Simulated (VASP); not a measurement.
# Mg (C2/m) in VASP: notebook, part 2 of 2

VASP 6.6.1.

## (4) Single point, LDA (strain +0.0525 x Voigt [0, 0, 0, 0, 1, 0])

The input, INCAR:

```
SYSTEM = Mg
  ALGO = Fast
  EDIFF = 1E-7
  ENCUT = 520
  ISIF = 2
  ISMEAR = 0
  LASPH = .TRUE.
  LCHARG = .TRUE.
  LELF = .TRUE.
  LREAL = .FALSE.
  LVHAR = .TRUE.
  LWAVE = .FALSE.
  NBANDS = 7
  NELM = 100
  PREC = Accurate
  SIGMA = 0.15
```

The input, KPOINTS:

```
k-points
0
G
  18 18 16
  0 0 0
```

The input, POSCAR:

```
Mg
1.0
    3.0502998005      0.0000000000      0.0800703698
   -1.5251499003      2.6416371164     -0.0400351849
    0.0799269862      0.0000000000      3.0448375700
Mg
1
Direct
    0.0000000000      0.0000000000      0.0000000000
```

Potentials or basis: VASP PAW LDA potentials, release 64 (Mg).

The run is started by

```sh
cat potpaw_LDA.64/Mg/POTCAR > POTCAR
mpirun -np 1 vasp_std > vasp.out
```

OUTCAR:

```text
SYSTEM = Mg
   EDIFF = 1E-7
   ENCUT = 520
   ISIF = 2
   ISMEAR = 0
   LASPH = .TRUE.
   LREAL = .FALSE.
   NELM = 100
   PREC = Accurate

 ion  position               nearest neighbor table
   1  0.000  0.000  0.000-

  LATTYP: Found a base centered monoclinic cell.
 ALAT       =     3.0513505431
 B/A-ratio  =     1.7314543702
 C/A-ratio  =     0.9982092808
 COS(beta)  =    -0.0524638491

  Lattice vectors:

 A1 = (  -1.5251499003,   2.6416371164,  -0.0400351849)
 A2 = (  -1.5251499002,  -2.6416371164,  -0.0400351849)
 A3 = (   0.0799269862,   0.0000000000,   3.0448375700)

Analysis of symmetry for initial positions (statically):
=====================================================================
 Subroutine PRICEL returns:
 Original cell was already a primitive cell.

 Routine SETGRP: Setting up the symmetry group for a
 base centered monoclinic supercell.

 Subroutine GETGRP returns: Found  4 space group operations
 (whereof  4 operations were pure point group operations)
 out of a pool of  4 trial point group operations.

The static configuration has the point symmetry C_2h.

Analysis of symmetry for dynamics (positions and initial velocities):
=====================================================================
 Subroutine PRICEL returns:
 Original cell was already a primitive cell.

 Routine SETGRP: Setting up the symmetry group for a
 base centered monoclinic supercell.

 Subroutine GETGRP returns: Found  4 space group operations
 (whereof  4 operations were pure point group operations)
 out of a pool of  4 trial point group operations.

The dynamic configuration has the point symmetry C_2h.

 Subroutine INISYM returns: Found  4 space group operations
 (whereof  4 operations are pure point group operations),
 and found     1 'primitive' translations

----------------------------------------------------------------------------------------
[... 111 lines left out ...]
     AMIX_MAG =   1.60;   BMIX_MAG =  1.00
  volume/ion in A,a.u.               =      24.52       165.45
  Fermi-wavevector in a.u.,A,eV,Ry     =   0.709999  1.341704  6.858686  0.504099
  Thomas-Fermi vector in A             =   1.796730
   LORBIT       =      0    0 simple, 1 ext, 2 COOP (PROOUT), +10 PAW based schemes
   GGA     = CA    functional components
   LHFCALC =     F    Hartree Fock is set to
   AEXX    =    0.0000 exact exchange contribution
   IVDW    =     0    specifies the selected vdW correction
   LEPSILON=     F    determine dielectric tensor
   LRPA    =     F    only Hartree local field effects (RPA)
 non-spin polarized calculation
 RMM-DIIS sequential band-by-band and
 Gauss-broadening in eV      SIGMA  =   0.15
  energy-cutoff  :      520.00
  volume of cell :       24.52
 maximum number of plane-waves:       674
   NGX = 11   NGY = 11   NGZ = 11

 number of electron       2.0000000 magnetization

 Free energy of the ion-electron system (eV)
  ---------------------------------------------------
  ext. energy  EPLUGINS =         0.00000000
  ---------------------------------------------------
  free energy    TOTEN  =        -1.57366873 eV

  energy without entropy =       -1.56799620  energy(sigma->0) =       -1.57083247

 E-fermi :   2.1007     XC(G=0):  -8.4432

 val. band max:        2.0986217465   @ k =   0.4444   0.2778   0.3125
 cond. band min:       2.1009990754   @ k =  -0.4444  -0.3889   0.1250
 fundamental gap:      0.0023773290
 Fermi energy:         2.1007202725

 k-point     1 :       0.0000    0.0000    0.0000
  band No.  band energies     occupation
      1      -4.5275      2.00000
      2      10.1258      0.00000
      3      10.7985      0.00000
      4      14.6387      0.00000
      5      14.6576      0.00000
      6      15.5853      0.00000
      7      15.6053      0.00000
[... 221 lines left out ...]
 k-point    24 :      -0.2778    0.0556    0.0000
  band No.  band energies     occupation
      1      -3.1355      2.00000
      2       6.9849      0.00000
      3       9.9021      0.00000
      4      11.7909      0.00000
      5      12.3926      0.00000
      6      15.1287      0.00000
      7      19.9780      0.00000

 [... further k-points ...]

------------------------ aborting loop because EDIFF is reached ----------------------------------------

  FORCE on cell =-STRESS in cart. coord.  units (eV):
  Direction    XX          YY          ZZ          XY          YZ          ZX
  --------------------------------------------------------------------------------------
  -------------------------------------------------------------------------------------
  Total       -0.1213963     -0.1204572     -0.1193181      0.0000000      0.0000000      0.0961837
  in kB       -7.9329678     -7.8715971     -7.7971624      0.0000000      0.0000000      6.2853822
  external PRESSURE =      -7.8672424 kB  Pullay stress =       0.0000000 kB

 VOLUME and BASIS-vectors are now :
 -----------------------------------------------------------------------------
  energy-cutoff  :      520.00
  volume of cell :       24.52
      direct lattice vectors                 reciprocal lattice vectors
     3.050299800  0.000000000  0.080070370     0.328062683  0.189276565 -0.008611645
    -1.525149900  2.641637116 -0.040035185     0.000000000  0.378553130  0.000000000
     0.079926986  0.000000000  3.044837570    -0.008627094 -0.000000000  0.328651205

 POSITION                                       TOTAL-FORCE (eV/Angst)
 -----------------------------------------------------------------------------------
      0.00000      0.00000      0.00000         0.000000      0.000000      0.000000
 -----------------------------------------------------------------------------------
    total drift:                                0.000000      0.000000      0.000000

  FREE ENERGIE OF THE ION-ELECTRON SYSTEM (eV)
  ---------------------------------------------------
  free  energy   TOTEN  =        -1.5736687336 eV

  energy  without entropy=       -1.5679961974  energy(sigma->0) =       -1.57083247
```

OSZICAR:

```text
N       E                     dE             d eps       ncg     rms          rms(c)
DAV:   1    -0.970596024462E+00   -0.97060E+00   -0.77103E+02 20503   0.191E+02
DAV:   2    -0.158368574591E+01   -0.61309E+00   -0.58826E+00 25123   0.107E+01
DAV:   3    -0.158622770358E+01   -0.25420E-02   -0.25402E-02 24990   0.737E-01
DAV:   4    -0.158623167268E+01   -0.39691E-05   -0.39690E-05 27272   0.223E-02
DAV:   5    -0.158623168025E+01   -0.75693E-08   -0.78467E-08 25641   0.656E-04    0.612E-01
RMM:   6    -0.157904705798E+01    0.71846E-02   -0.41453E-04 19314   0.946E-02    0.386E-01
RMM:   7    -0.157366687409E+01    0.53802E-02   -0.15079E-03 21194   0.181E-01    0.193E-02
RMM:   8    -0.157366889436E+01   -0.20203E-05   -0.61268E-05 21245   0.377E-02    0.467E-03
RMM:   9    -0.157366867282E+01    0.22154E-06   -0.44555E-06 21614   0.120E-02    0.673E-04
RMM:  10    -0.157366873357E+01   -0.60755E-07   -0.59306E-07 22193   0.421E-03
   1 F= -.15736687E+01 E0= -.15708325E+01  d E =-.567254E-02
```

Run time: 69 s. Hardware: 1 thread of Intel Xeon Platinum 8488C (Sapphire Rapids), shared host; peak memory 0.35 GiB.

What came out:

```yaml
Free_energy: -1.5737 eV
Pressure: -0.8 GPa
Band_gap_on_the_k_mesh: zero (bands 1 and 2 overlap by 5.14 eV)
```

Levels at points of the mesh, in eV from the Fermi level:
```tsv
k point	band 1	band 2	band 3	band 4	band 5	band 6
(0.00, 0.00, 0.00)	-6.63	8.03	8.70	12.54	12.56	13.48
(0.50, 0.00, 0.00)	-1.53	-1.18	8.22	8.55	12.80	13.15
(0.00, 0.50, 0.00)	-1.54	-1.20	8.26	8.57	12.90	13.55
(0.00, 0.00, 0.50)	-2.99	-2.29	14.50	14.56	16.16	16.18
(0.50, 0.00, 0.50)	1.34	2.55	2.66	3.44	11.58	12.20
(0.00, 0.50, 0.50)	1.48	2.39	2.98	3.12	11.40	12.02
```

Caveat: the cell differs from its parent crystal (strain +0.0525 x Voigt [0, 0, 0, 0, 1, 0]).

## (5) Summary

```csv
cell,further INCAR settings,gap on the mesh (eV),pressure (GPa)
"a = 3.051, b = 3.050, c = 3.045 Å, angles 89.1, 91.7, 120.0°, 1 atom",ALGO = Fast; EDIFF = 1e-06; NBANDS = 7,none,-0.8
"a = 3.050, b = 3.050, c = 3.045 Å, angles 90.4, 89.1, 120.0°, 1 atom",ALGO = Fast; EDIFF = 1e-07; NBANDS = 7,none,-0.8
"a = 3.051, b = 3.051, c = 3.046 Å, angles 91.5, 87.0, 120.0°, 1 atom",ALGO = Fast; EDIFF = 1e-07; NBANDS = 7,none,-0.8
```

Alike in all rows: task single point; level LDA; potentials or basis VASP PAW LDA potentials, release 64 (Mg); no spin polarisation; k mesh 18 × 18 × 16; cutoff (eV) 520; smearing gaussian 0.15 eV.

Total energies depend on the potentials used, so only differences within one code and one set of settings carry meaning.
